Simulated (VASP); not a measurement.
# GaN (Cmc2_1) in VASP: relaxation of the atoms with LDA

Aim: the relaxation of the atoms of GaN with LDA.

Program: VASP 6.6.1. These are calculated values, not measurements. Logs are shortened: lines on timing, memory, paths and dates and some standing lists are left out, and cuts for length are marked.

## (1) The cell of the first run

The structure is orthorhombic, space group Cmc2_1 (No. 36). The conventional cell has a = 3.168 Å, b = 5.432 Å, c = 5.138 Å, α = 90.00°, β = 90.00°, γ = 90.00°. Ga (site symmetry m) has 4 N at 1.92 to 1.93 Å within 2.5 Å. Within 2.5 Å of N (site symmetry m) lie 4 Ga at 1.92 to 1.93 Å.

## (2) Relaxation of the atoms, LDA

The input, INCAR:

```
  PREC = Accurate
  ENCUT = 520
  EDIFF = 1E-6
  ISMEAR = 0
  SIGMA = 0.01
  LREAL = False
  LASPH = True
  NELM = 80
  ALGO = Normal
  ISIF = 2
  LWAVE = False
  LCHARG = False
  GGA = CA
  IBRION = 2
  NSW = 80
  EDIFFG = -5E-4
```

The input, KPOINTS:

```
Automatic mesh
0
Gamma
  8 8 5
```

The input, POSCAR:

```
GaN
1.0
    3.1675547629      0.0000000000      0.0000000000
   -1.5837773814      2.7158875404      0.0000000000
    0.0000000000      0.0000000000      5.1382821540
Ga N
2 2
Direct
    0.3333333333      0.6666666667     -0.0007061012
    0.6666666667      0.3333333333      0.4992938988
    0.3333333333      0.6666666667      0.3757061012
    0.6666666667      0.3333333333      0.8757061012
```

Potentials or basis: VASP PAW LDA potentials, release 64 (Ga_d, N).

Command:

```bash
> cat potpaw_LDA.64/Ga_d/POTCAR potpaw_LDA.64/N/POTCAR > POTCAR
> mpirun -np 1 vasp_std > vasp.out
```

OUTCAR:

```text
PREC = Accurate
   ENCUT = 520
   EDIFF = 1E-6
   ISMEAR = 0
   LREAL = False
   LASPH = True
   NELM = 80
   ISIF = 2
   GGA = CA
   IBRION = 2
   NSW = 80
   EDIFFG = -5E-4

 ion  position               nearest neighbor table
   1  0.333  0.667  0.999-   4 1.92   4 1.93   4 1.93   3 1.93
   2  0.667  0.333  0.499-   3 1.92   3 1.93   3 1.93   4 1.93
   3  0.333  0.667  0.376-   2 1.92   2 1.93   2 1.93   1 1.93
   4  0.667  0.333  0.876-   1 1.92   1 1.93   1 1.93   2 1.93

  Warning from LATTYP: Monoclinic adjustment (A1->A3, A2->A1, A3->A2)!
  LATTYP: Found a base centered orthorhombic cell.
 ALAT       =     3.1675547629
 B/A-ratio  =     1.7148164712
 C/A-ratio  =     1.6221604798

  Lattice vectors:

 A1 = (   1.5837773814,  -2.7158875404,   0.0000000000)
 A2 = (   1.5837773815,   2.7158875404,   0.0000000000)
 A3 = (   0.0000000000,   0.0000000000,   5.1382821540)

Analysis of symmetry for initial positions (statically):
=====================================================================
 Subroutine PRICEL returns:
 Original cell was already a primitive cell.

 Routine SETGRP: Setting up the symmetry group for a
 base centered orthorhombic supercell.

 Subroutine GETGRP returns: Found  4 space group operations
 (whereof  2 operations were pure point group operations)
 out of a pool of  8 trial point group operations.

The static configuration has the point symmetry C_1h.
 The point group associated with its full space group is C_2v.

Analysis of symmetry for dynamics (positions and initial velocities):
=====================================================================
 Subroutine PRICEL returns:
 Original cell was already a primitive cell.

 Routine SETGRP: Setting up the symmetry group for a
 base centered orthorhombic supercell.

 Subroutine GETGRP returns: Found  4 space group operations
 (whereof  2 operations were pure point group operations)
 out of a pool of  8 trial point group operations.

The dynamic configuration has the point symmetry C_1h.
 The point group associated with its full space group is C_2v.

 Subroutine INISYM returns: Found  4 space group operations
 (whereof  2 operations are pure point group operations),
 and found     1 'primitive' translations

----------------------------------------------------------------------------------------

                                     Primitive cell

  volume of cell :      44.2032

  direct lattice vectors                    reciprocal lattice vectors
     3.167554763  0.000000000  0.000000000     0.315700935  0.184101879  0.000000000
    -1.583777381  2.715887540  0.000000000     0.000000000  0.368203758  0.000000000
     0.000000000  0.000000000  5.138282154     0.000000000  0.000000000  0.194617573

  length of vectors
     3.167554763  3.143945917  5.138282154     0.365459413  0.368203758  0.194617573

  position of ions in fractional coordinates (direct lattice)
     0.333333333  0.666666667  0.999293899
     0.666666667  0.333333333  0.499293899
     0.333333333  0.666666667  0.375706101
     0.666666667  0.333333333  0.875706101

  ion indices of the primitive-cell ions
   primitive index   ion index
                 1           1
                 2           2
                 3           3
                 4           4

----------------------------------------------------------------------------------------

 KPOINTS: Automatic mesh

Automatic generation of k-mesh.
 Grid dimensions read from file:
 generate k-points for:    8    8    5

 Generating k-lattice:

  Cartesian coordinates                     Fractional coordinates (reciprocal lattice)
     0.039462617  0.023012735  0.000000000     0.125000000  0.000000000  0.000000000
     0.000000000  0.046025470  0.000000000     0.000000000  0.125000000  0.000000000
     0.000000000  0.000000000  0.038923515     0.000000000  0.000000000  0.200000000

  Length of vectors
     0.045682427  0.046025470  0.038923515

  Shift w.r.t. Gamma in fractional coordinates (k-lattice)
     0.000000000  0.000000000  0.000000000

 Subroutine IBZKPT returns following result:
 ===========================================

 Found     63 irreducible k-points:

 Following reciprocal coordinates:
            Coordinates               Weight
  0.000000  0.000000  0.000000      1.000000
  0.125000  0.000000  0.000000      4.000000
  0.250000  0.000000  0.000000      4.000000
  0.375000 -0.000000  0.000000      4.000000
  0.500000  0.000000  0.000000      2.000000
  0.000000  0.125000  0.000000      2.000000
[... 16 lines left out ...]
  0.125000  0.000000  0.200000      8.000000
  0.250000  0.000000  0.200000      8.000000
 [... further k-points ...]
   k-points           NKPTS =     63   k-points in BZ     NKDIM =     63   number of bands    NBANDS=     22
   number of dos      NEDOS =    301   number of ions     NIONS =      4
   total plane-waves  NPLWV =  23040
   dimension x,y,z NGX =    24 NGY =   24 NGZ =   40
   dimension x,y,z NGXF=    48 NGYF=   48 NGZF=   80
   ions per type =               2   2
   NGX,Y,Z   is equivalent  to a cutoff of  12.60, 12.69, 12.94 a.u.
   NGXF,Y,Z  is equivalent  to a cutoff of  25.19, 25.38, 25.88 a.u.
 SYSTEM =  unknown system
   PREC   = accura    normal or accurate (medium, high low for compatibility)
   ISTART =      0    job   : 0-new  1-cont  2-samecut
   ICHARG =      2    charge: 1-file 2-atom 10-const
   ISPIN  =      1    spin polarized calculation?
   LNONCOLLINEAR =      F non collinear calculations
   LSORBIT =      F    spin-orbit coupling
   LASPH  =      T    aspherical Exc in radial PAW
   ENCUT  =  520.0 eV  38.22 Ry    6.18 a.u.   5.89  5.85  9.55*2*pi/ulx,y,z
   NELM   =     80;   NELMIN=  2; NELMDL= -5     # of ELM steps
   EDIFF  = 0.1E-05   stopping-criterion for ELM
   LREAL  =      F    real-space projection
   EDIFFG = -.5E-03   stopping-criterion for IOM
   NSW    =     80    number of steps for IOM
   IBRION =      2    ionic relax: 0-MD 1-quasi-New 2-CG
   NFREE  =      1    steps in history (QN), initial steepest desc. (CG)
   ISIF   =      2    stress and relaxation
   ISYM   =      2    0-nonsym 1-usesym 2-fastsym
   POTIM  = 0.5000    time-step for ionic-motion
   TEBEG  =    0.0;   TEEND  =   0.0 temperature during run
   PSTRESS=    0.0 pullay stress
   NELECT =      36.0000    total number of electrons
   NUPDOWN=      -1.0000    fix difference up-down
   EMIN   =  10.00;   EMAX   =-10.00  energy-range for DOS
   EFERMI =   0.00;   METHOD = LEGACY
   ISMEAR =     0;   SIGMA  =   0.01  broadening in eV -4-tet -1-fermi 0-gaus
   EFERMI_NEDOS =   21; number of points for ismear=-14 and -15
   IALGO  =     38    algorithm
   IMIX   =      4    mixing-type and parameters
     AMIX     =   0.40;   BMIX     =  1.00
     AMIX_MAG =   1.60;   BMIX_MAG =  1.00
  volume/ion in A,a.u.               =      11.05        74.57
  Fermi-wavevector in a.u.,A,eV,Ry     =   1.528825  2.889060 31.800967  2.337305
  Thomas-Fermi vector in A             =   2.636530
   LORBIT       =      0    0 simple, 1 ext, 2 COOP (PROOUT), +10 PAW based schemes
   GGA     = CA    functional components
   LHFCALC =     F    Hartree Fock is set to
   AEXX    =    0.0000 exact exchange contribution
   IVDW    =     0    specifies the selected vdW correction
   LEPSILON=     F    determine dielectric tensor
   LRPA    =     F    only Hartree local field effects (RPA)
 conjugate gradient relaxation of ions
 non-spin polarized calculation
 Gauss-broadening in eV      SIGMA  =   0.01
  energy-cutoff  :      520.00
  volume of cell :       44.20
 maximum number of plane-waves:      1206
   NGX = 11   NGY = 11   NGZ = 19

--------------------------------------- Ionic step        1  -------------------------------------------

 number of electron      36.0000029 magnetization

 Free energy of the ion-electron system (eV)
  ---------------------------------------------------
  ext. energy  EPLUGINS =         0.00000000
  ---------------------------------------------------
  free energy    TOTEN  =       -27.90711593 eV

  energy without entropy =      -27.90711593  energy(sigma->0) =      -27.90711593

------------------------ aborting loop because EDIFF is reached ----------------------------------------

  FORCE on cell =-STRESS in cart. coord.  units (eV):
  Direction    XX          YY          ZZ          XY          YZ          ZX
  --------------------------------------------------------------------------------------
  -------------------------------------------------------------------------------------
  Total       -0.1392241      0.7758000      0.3084702      0.0000000      0.0000000      0.0000000
  in kB       -5.0462758     28.1194288     11.1807230      0.0000000      0.0000000      0.0000000
  external PRESSURE =      11.4179587 kB  Pullay stress =       0.0000000 kB
[... 95 lines left out ...]
  FREE ENERGIE OF THE ION-ELECTRON SYSTEM (eV)
  ---------------------------------------------------
  free  energy   TOTEN  =       -27.9078249084 eV

  energy  without entropy=      -27.9078249084  energy(sigma->0) =      -27.90782491

[... ionic steps 4 to 21 ...]

--------------------------------------- Ionic step       22  -------------------------------------------

 number of electron      36.0000028 magnetization

------------------------ aborting loop because EDIFF is reached ----------------------------------------

  FORCE on cell =-STRESS in cart. coord.  units (eV):
  Direction    XX          YY          ZZ          XY          YZ          ZX
  --------------------------------------------------------------------------------------
  -------------------------------------------------------------------------------------
  Total       -0.0029633      0.6186812      0.3060976      0.0000000      0.0000000      0.0000000
  in kB       -0.1074068     22.4245435     11.0947280      0.0000000      0.0000000      0.0000000
  external PRESSURE =      11.1372882 kB  Pullay stress =       0.0000000 kB
[... 61 lines left out ...]
  energy  without entropy=      -27.9078423595  energy(sigma->0) =      -27.90784236

--------------------------------------- Ionic step       24  -------------------------------------------

 number of electron      36.0000028 magnetization

 Free energy of the ion-electron system (eV)
  ---------------------------------------------------
  ext. energy  EPLUGINS =         0.00000000
  ---------------------------------------------------
  free energy    TOTEN  =       -27.90784248 eV

  energy without entropy =      -27.90784248  energy(sigma->0) =      -27.90784248

 E-fermi :   5.5499     XC(G=0): -12.2990

 val. band max:        5.4717286798   @ k =   0.0000   0.0000   0.0000
 cond. band min:       7.5865238032   @ k =   0.0000   0.0000   0.0000
 fundamental gap:      2.1147951234
 Fermi energy:         5.5498885827

 k-point     1 :       0.0000    0.0000    0.0000
  band No.  band energies     occupation
      1     -10.7013      2.00000
      2      -9.7199      2.00000
      3      -8.1462      2.00000
      4      -8.1328      2.00000
      5      -8.1242      2.00000
      6      -8.0653      2.00000
[... 574 lines left out ...]
      6      -7.9597      2.00000
[... 14 lines left out ...]
     21      12.7297      0.00000
     22      13.7984      0.00000

 [... further k-points ...]

------------------------ aborting loop because EDIFF is reached ----------------------------------------

  FORCE on cell =-STRESS in cart. coord.  units (eV):
  Direction    XX          YY          ZZ          XY          YZ          ZX
  --------------------------------------------------------------------------------------
  -------------------------------------------------------------------------------------
  Total       -0.0041313      0.6194061      0.3064992      0.0000000      0.0000000      0.0000000
  in kB       -0.1497407     22.4508177     11.1092828      0.0000000      0.0000000      0.0000000
  external PRESSURE =      11.1367866 kB  Pullay stress =       0.0000000 kB
[... 19 lines left out ...]
  FREE ENERGIE OF THE ION-ELECTRON SYSTEM (eV)
  ---------------------------------------------------
  free  energy   TOTEN  =       -27.9078424763 eV

  energy  without entropy=      -27.9078424763  energy(sigma->0) =      -27.90784248

 reached required accuracy - stopping structural energy minimisation
```

Run time: 3.6 min. Hardware: 1 thread of Intel Xeon Platinum 8259CL at 2.50GHz (Skylake/Cascade Lake), shared host; peak memory 0.18 GiB.

Results:

- Free energy: -27.9078 eV
- Energy gained by relaxing: 0.2 meV/atom
- Ionic steps: 24
- Pressure after relaxing: 1.1 GPa
- Band gap on the k mesh: 2.11 eV

Stress tensor (GPa, compression positive):
```
-0.01  0.00  0.00
 0.00  2.25  0.00
 0.00  0.00  1.11
```

The path:
```tsv
step	energy change (eV)	largest force (eV/Å)	pressure (GPa)
1	0.0000	0.1043	1.14
2	-0.0006	0.0336	1.11
3	-0.0007	0.0055	1.12
4	-0.0007	0.0085	1.11
5	-0.0007	0.0055	1.12
6	-0.0007	0.0054	1.12
7	-0.0007	0.0081	1.10
8	-0.0007	0.0070	1.11
9	-0.0007	0.0021	1.12
10	-0.0007	0.0020	1.12
11	-0.0007	0.0016	1.11
12	-0.0007	0.0020	1.11
13	-0.0007	0.0015	1.12
14	-0.0007	0.0023	1.11
15	-0.0007	0.0013	1.12
16	-0.0007	0.0018	1.12
17	-0.0007	0.0013	1.12
18	-0.0007	0.0012	1.12
19	-0.0007	0.0010	1.12
20	-0.0007	0.0009	1.12
21	-0.0007	0.0009	1.11
22	-0.0007	0.0013	1.11
23	-0.0007	0.0013	1.11
24	-0.0007	0.0002	1.11
```

Final structure:
```
Ga N
1.0
     3.16755    0.00000    0.00000
    -1.58378    2.71589    0.00000
     0.00000    0.00000    5.13828
Ga N
2 2
Direct
  0.33299 0.66598 0.99931
  0.66701 0.33402 0.49931
  0.33234 0.66469 0.37569
  0.66766 0.33531 0.87569
```

Levels at points of the mesh, in eV from the valence-band top:
| k point | band 15 | band 16 | band 17 | band 18 | band 19 | band 20 | band 21 | band 22 |
| --- | --- | --- | --- | --- | --- | --- | --- | --- |
| (0.00, 0.00, 0.00) | -1.07 | -0.08 | -0.06 | 0.00 | 2.11 | 4.35 | 9.19 | 9.80 |
| (0.50, 0.00, 0.00) | -4.45 | -2.88 | -2.39 | -1.05 | 5.03 | 5.68 | 5.97 | 8.66 |
| (0.00, 0.50, 0.00) | -4.42 | -2.99 | -2.35 | -1.14 | 4.85 | 5.54 | 5.95 | 8.74 |

As with any semilocal functional, this LDA gap is likely too small.
